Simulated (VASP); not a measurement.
# Pb (P6_3/mmc) in VASP: single point with r2SCAN

Aim: the single point of Pb with r2SCAN.

Everything below comes from runs of VASP 6.6.1. Logs are shortened: lines on timing, memory, paths and dates and some standing lists are left out, and cuts for length are marked.

### Step 1. The cell of the first run

Symmetry: P6_3/mmc, No. 194, hexagonal system. Conventional cell: a = 3.525 Å, b = 3.525 Å, c = 11.559 Å, α = 90.00°, β = 90.00°, γ = 120.00°. Pb (site symmetry -3m) has 12 Pb at 3.52 to 3.53 Å within 4.6 Å. Within 4.6 Å of Pb (site symmetry -6m2) lie 12 Pb at 3.52 to 3.53 Å.

This isn't the form of Pb at room conditions, which is fcc.

### Step 2. Single point, r2SCAN

Contents of POSCAR:

```
Pb
1.0
    3.5247705330      0.0000000000      0.0000000000
   -1.7623852665      3.0525408241      0.0000000000
    0.0000000000      0.0000000000     11.5585304176
Pb
4
Direct
    0.0000000000      0.0000000000      0.0000000000
    0.3333333333      0.6666666667      0.2500000000
    0.0000000000      0.0000000000      0.5000000000
    0.6666666667      0.3333333333      0.7500000000
```

Contents of INCAR.step1:

```
SYSTEM = Pb
ALGO = Normal ; EDIFF = 1E-5
ENCUT = 550 ; GGA = PE
GGA_COMPAT = .FALSE. ; ISMEAR = 0
LASPH = .TRUE. ; LCHARG = .FALSE.
LREAL = .FALSE. ; LWAVE = .TRUE.
NBANDS = 36 ; NELM = 120
PREC = Accurate ; SIGMA = 0.1
```

Contents of INCAR.step2:

```
SYSTEM = Pb
ALGO = Normal ; EDIFF = 1E-6
ENCUT = 550 ; GGA_COMPAT = .FALSE.
ISIF = 2 ; ISMEAR = 0
ISTART = 1 ; LASPH = .TRUE.
LCHARG = .FALSE. ; LMIXTAU = .TRUE.
LREAL = .FALSE. ; LWAVE = .FALSE.
METAGGA = R2SCAN ; NBANDS = 36
NELM = 120 ; PREC = Accurate
SIGMA = 0.1
```

Contents of KPOINTS:

```
k-points
0
G
  15 15 4
  0 0 0
```

Potentials or basis: VASP PAW PBE potentials, release 64 (Pb_d).

Started as:

```sh
$ cat potpaw_PBE.64/Pb_d/POTCAR > POTCAR
$ cp INCAR.step1 INCAR
$ mpirun -np 1 vasp_std > vasp.out
$ cp INCAR.step2 INCAR
$ mpirun -np 1 vasp_std > vasp.out
```

OUTCAR:

```text
SYSTEM = Pb
   EDIFF = 1E-6
   ENCUT = 550
   ISIF = 2
   ISMEAR = 0
   ISTART = 1
   LASPH = .TRUE.
   LREAL = .FALSE.
   METAGGA = R2SCAN
   NELM = 120
   PREC = Accurate

 ion  position               nearest neighbor table
   1  0.000  0.000  0.000-   2 3.53   4 3.53   4 3.53   2 3.53   4 3.53   2 3.53
   2  0.333  0.667  0.250-   1 3.53   3 3.53   1 3.53   3 3.53   1 3.53   3 3.53
   3  0.000  0.000  0.500-   2 3.53   4 3.53   4 3.53   2 3.53   4 3.53   2 3.53
   4  0.667  0.333  0.750-   1 3.53   3 3.53   1 3.53   3 3.53   1 3.53   3 3.53

  LATTYP: Found a hexagonal cell.
 ALAT       =     3.5247705330
 C/A-ratio  =     3.2792291894

  Lattice vectors:

 A1 = (   3.5247705330,   0.0000000000,   0.0000000000)
 A2 = (  -1.7623852665,   3.0525408241,   0.0000000000)
 A3 = (   0.0000000000,   0.0000000000,  11.5585304176)

Analysis of symmetry for initial positions (statically):
=====================================================================
 Subroutine PRICEL returns:
 Original cell was already a primitive cell.

 Routine SETGRP: Setting up the symmetry group for a
 hexagonal supercell.

 Subroutine GETGRP returns: Found 24 space group operations
 (whereof 12 operations were pure point group operations)
 out of a pool of 24 trial point group operations.

The static configuration has the point symmetry D_3d.
 The point group associated with its full space group is D_6h.

Analysis of symmetry for dynamics (positions and initial velocities):
=====================================================================
 Subroutine PRICEL returns:
 Original cell was already a primitive cell.

 Routine SETGRP: Setting up the symmetry group for a
 hexagonal supercell.

 Subroutine GETGRP returns: Found 24 space group operations
 (whereof 12 operations were pure point group operations)
 out of a pool of 24 trial point group operations.

The dynamic configuration has the point symmetry D_3d.
 The point group associated with its full space group is D_6h.

 Subroutine INISYM returns: Found 24 space group operations
 (whereof 12 operations are pure point group operations),
 and found     1 'primitive' translations

----------------------------------------------------------------------------------------

                                     Primitive cell

  volume of cell :     124.3641

  direct lattice vectors                    reciprocal lattice vectors
     3.524770533  0.000000000  0.000000000     0.283706412  0.163797973  0.000000000
    -1.762385266  3.052540824  0.000000000     0.000000000  0.327595946  0.000000000
     0.000000000  0.000000000 11.558530418     0.000000000  0.000000000  0.086516189

  length of vectors
     3.524770533  3.524770533 11.558530418     0.327595946  0.327595946  0.086516189

  position of ions in fractional coordinates (direct lattice)
     0.000000000  0.000000000  0.000000000
     0.333333333  0.666666667  0.250000000
     0.000000000  0.000000000  0.500000000
     0.666666667  0.333333333  0.750000000

  ion indices of the primitive-cell ions
   primitive index   ion index
                 1           1
                 2           2
                 3           3
                 4           4

----------------------------------------------------------------------------------------

 KPOINTS: k-points

Automatic generation of k-mesh.
 Grid dimensions read from file:
 generate k-points for:   15   15    4

 Generating k-lattice:

  Cartesian coordinates                     Fractional coordinates (reciprocal lattice)
     0.018913761  0.010919865  0.000000000     0.066666667 -0.000000000  0.000000000
     0.000000000  0.021839730  0.000000000     0.000000000  0.066666667  0.000000000
     0.000000000  0.000000000  0.021629047     0.000000000  0.000000000  0.250000000

  Length of vectors
     0.021839730  0.021839730  0.021629047

  Shift w.r.t. Gamma in fractional coordinates (k-lattice)
     0.000000000  0.000000000  0.000000000

 Subroutine IBZKPT returns following result:
 ===========================================

 Found     81 irreducible k-points:

 Following reciprocal coordinates:
            Coordinates               Weight
  0.000000  0.000000  0.000000      1.000000
  0.066667  0.000000  0.000000      6.000000
  0.133333  0.000000  0.000000      6.000000
  0.200000  0.000000  0.000000      6.000000
  0.266667  0.000000  0.000000      6.000000
  0.333333 -0.000000  0.000000      6.000000
[... 16 lines left out ...]
  0.333333  0.200000  0.000000     12.000000
  0.400000  0.200000  0.000000      6.000000
 [... further k-points ...]
   k-points           NKPTS =     81   k-points in BZ     NKDIM =     81   number of bands    NBANDS=     36
   number of dos      NEDOS =    301   number of ions     NIONS =      4
   total plane-waves  NPLWV =  70560
   dimension x,y,z NGX =    28 NGY =   28 NGZ =   90
   dimension x,y,z NGXF=    56 NGYF=   56 NGZF=  180
   ions per type =               4
   NGX,Y,Z   is equivalent  to a cutoff of  13.21, 13.21, 12.94 a.u.
   NGXF,Y,Z  is equivalent  to a cutoff of  26.41, 26.41, 25.89 a.u.
 SYSTEM =  Pb
   PREC   = accura    normal or accurate (medium, high low for compatibility)
   ISTART =      1    job   : 0-new  1-cont  2-samecut
   ICHARG =      0    charge: 1-file 2-atom 10-const
   ISPIN  =      1    spin polarized calculation?
   LNONCOLLINEAR =      F non collinear calculations
   LSORBIT =      F    spin-orbit coupling
   LASPH  =      T    aspherical Exc in radial PAW
   ENCUT  =  550.0 eV  40.42 Ry    6.36 a.u.   6.74  6.74 22.10*2*pi/ulx,y,z
   NELM   =    120;   NELMIN=  2; NELMDL=  0     # of ELM steps
   EDIFF  = 0.1E-05   stopping-criterion for ELM
   LREAL  =      F    real-space projection
[... 7 lines left out ...]
   TEBEG  =    0.0;   TEEND  =   0.0 temperature during run
   PSTRESS=    0.0 pullay stress
   NELECT =      56.0000    total number of electrons
   NUPDOWN=      -1.0000    fix difference up-down
   EMIN   =  10.00;   EMAX   =-10.00  energy-range for DOS
   EFERMI =   0.00;   METHOD = LEGACY
   ISMEAR =     0;   SIGMA  =   0.10  broadening in eV -4-tet -1-fermi 0-gaus
   EFERMI_NEDOS =   21; number of points for ismear=-14 and -15
   IALGO  =     38    algorithm
   IMIX   =      4    mixing-type and parameters
     AMIX     =   0.40;   BMIX     =  1.00
     AMIX_MAG =   1.60;   BMIX_MAG =  1.00
  volume/ion in A,a.u.               =      31.09       209.81
  Fermi-wavevector in a.u.,A,eV,Ry     =   1.254794  2.371217 21.422491  1.574509
  Thomas-Fermi vector in A             =   2.388582
   LORBIT       =      0    0 simple, 1 ext, 2 COOP (PROOUT), +10 PAW based schemes
   METAGGA = R2SCAN    functional components
   LHFCALC =     F    Hartree Fock is set to
   AEXX    =    0.0000 exact exchange contribution
   IVDW    =     0    specifies the selected vdW correction
   LEPSILON=     F    determine dielectric tensor
   LRPA    =     F    only Hartree local field effects (RPA)
 non-spin polarized calculation
 Gauss-broadening in eV      SIGMA  =   0.10
  energy-cutoff  :      550.00
  volume of cell :      124.36
 maximum number of plane-waves:      3668
 NGX is ok and might be reduce to    28
   NGX = 13   NGY = 13   NGZ = 45

 number of electron      55.9999999 magnetization

 Free energy of the ion-electron system (eV)
  ---------------------------------------------------
  ext. energy  EPLUGINS =         0.00000000
  ---------------------------------------------------
  free energy    TOTEN  =      -225.10424445 eV

  energy without entropy =     -225.09623553  energy(sigma->0) =     -225.10023999

 E-fermi :   6.9537     XC(G=0): -10.7912

 val. band max:        6.9471286335   @ k =   0.2667   0.0667   0.2500
 cond. band min:       6.9712880867   @ k =   0.2667   0.0000   0.5000
 fundamental gap:      0.0241594532
 Fermi energy:         6.9536954329

 k-point     1 :       0.0000    0.0000    0.0000
  band No.  band energies     occupation
      1     -10.7956      2.00000
      2     -10.7836      2.00000
      3     -10.7669      2.00000
      4     -10.7669      2.00000
      5     -10.7646      2.00000
      6     -10.7641      2.00000
[... 28 lines left out ...]
     35      14.4639      0.00000
     36      14.4639      0.00000

 k-point     2 :       0.0667    0.0000    0.0000
  band No.  band energies     occupation
      1     -10.7902      2.00000
      2     -10.7853      2.00000
      3     -10.7669      2.00000
      4     -10.7658      2.00000
      5     -10.7624      2.00000
      6     -10.7569      2.00000
[... 28 lines left out ...]
     35      14.3806      0.00000
     36      14.5540      0.00000

 k-point     3 :       0.1333    0.0000    0.0000
  band No.  band energies     occupation
      1     -10.8004      2.00000
      2     -10.7903      2.00000
      3     -10.7696      2.00000
      4     -10.7615      2.00000
      5     -10.7502      2.00000
      6     -10.7422      2.00000
[... 28 lines left out ...]
     35      14.0826      0.00000
     36      14.5068      0.00000

 k-point     4 :       0.2000    0.0000    0.0000
  band No.  band energies     occupation
      1     -10.8256      2.00000
      2     -10.8032      2.00000
      3     -10.7861      2.00000
      4     -10.7559      2.00000
      5     -10.7400      2.00000
      6     -10.7255      2.00000
[... 28 lines left out ...]
     35      13.4386      0.00000
     36      14.1453      0.00000

 k-point     5 :       0.2667    0.0000    0.0000
  band No.  band energies     occupation
      1     -10.8538      2.00000
      2     -10.8187      2.00000
      3     -10.8065      2.00000
      4     -10.7617      2.00000
      5     -10.7568      2.00000
      6     -10.7302      2.00000
[... 655 lines left out ...]
 k-point    22 :       0.2667    0.2000    0.0000
  band No.  band energies     occupation
      1     -10.8206      2.00000
      2     -10.8167      2.00000
      3     -10.7782      2.00000
      4     -10.7659      2.00000
      5     -10.7500      2.00000
      6     -10.7396      2.00000
[... 28 lines left out ...]
     35      10.8934      0.00000
     36      10.9828      0.00000

 k-point    23 :       0.3333    0.2000    0.0000
  band No.  band energies     occupation
      1     -10.8297      2.00000
      2     -10.8225      2.00000
      3     -10.7801      2.00000
      4     -10.7731      2.00000
      5     -10.7518      2.00000
      6     -10.7511      2.00000
[... 28 lines left out ...]
     35      10.7645      0.00000
     36      11.3505      0.00000

 k-point    24 :       0.4000    0.2000    0.0000
  band No.  band energies     occupation
      1     -10.8331      2.00000
      2     -10.8248      2.00000
      3     -10.7844      2.00000
      4     -10.7670      2.00000
      5     -10.7596      2.00000
      6     -10.7562      2.00000
[... 28 lines left out ...]
     35      10.7966      0.00000
     36      11.5585      0.00000

 [... further k-points ...]
[... 5 lines left out ...]
  --------------------------------------------------------------------------------------
  -------------------------------------------------------------------------------------
  Total       -0.0036944     -0.0036944     -0.0001745      0.0000000      0.0000000      0.0000000
  in kB       -0.0475949     -0.0475949     -0.0022480      0.0000000      0.0000000      0.0000000
  external PRESSURE =      -0.0324793 kB  Pullay stress =       0.0000000 kB

 VOLUME and BASIS-vectors are now :
 -----------------------------------------------------------------------------
  energy-cutoff  :      550.00
  volume of cell :      124.36
      direct lattice vectors                 reciprocal lattice vectors
     3.524770533  0.000000000  0.000000000     0.283706412  0.163797973  0.000000000
    -1.762385266  3.052540824  0.000000000     0.000000000  0.327595946  0.000000000
     0.000000000  0.000000000 11.558530418     0.000000000  0.000000000  0.086516189

 POSITION                                       TOTAL-FORCE (eV/Angst)
 -----------------------------------------------------------------------------------
      0.00000      0.00000      0.00000         0.000000      0.000000      0.000000
     -0.00000      2.03503      2.88963         0.000000      0.000000     -0.000000
      0.00000      0.00000      5.77927        -0.000000      0.000000      0.000000
      1.76239      1.01751      8.66890        -0.000000     -0.000000      0.000000
 -----------------------------------------------------------------------------------
    total drift:                                0.000000     -0.000000      0.000000

  FREE ENERGIE OF THE ION-ELECTRON SYSTEM (eV)
  ---------------------------------------------------
  free  energy   TOTEN  =      -225.1042444484 eV

  energy  without entropy=     -225.0962355287  energy(sigma->0) =     -225.10023999
```

It took 14 min on 1 thread of AMD EPYC 9R45 (Zen 5), shared host; peak memory 0.43 GiB.

What came out:

```
Free energy            : -225.1042 eV
Pressure               : 0.0 GPa
Band gap on the k mesh : zero (bands 28 and 29 overlap by 7.86 eV)
```

Caveat: the PAW data sets were made with another functional, which shifts forces and pressure a little; spin-orbit coupling is left out, which moves the levels of the heavy elements.

The gap in the log of VASP goes by the Fermi energy; the results here count the filled bands.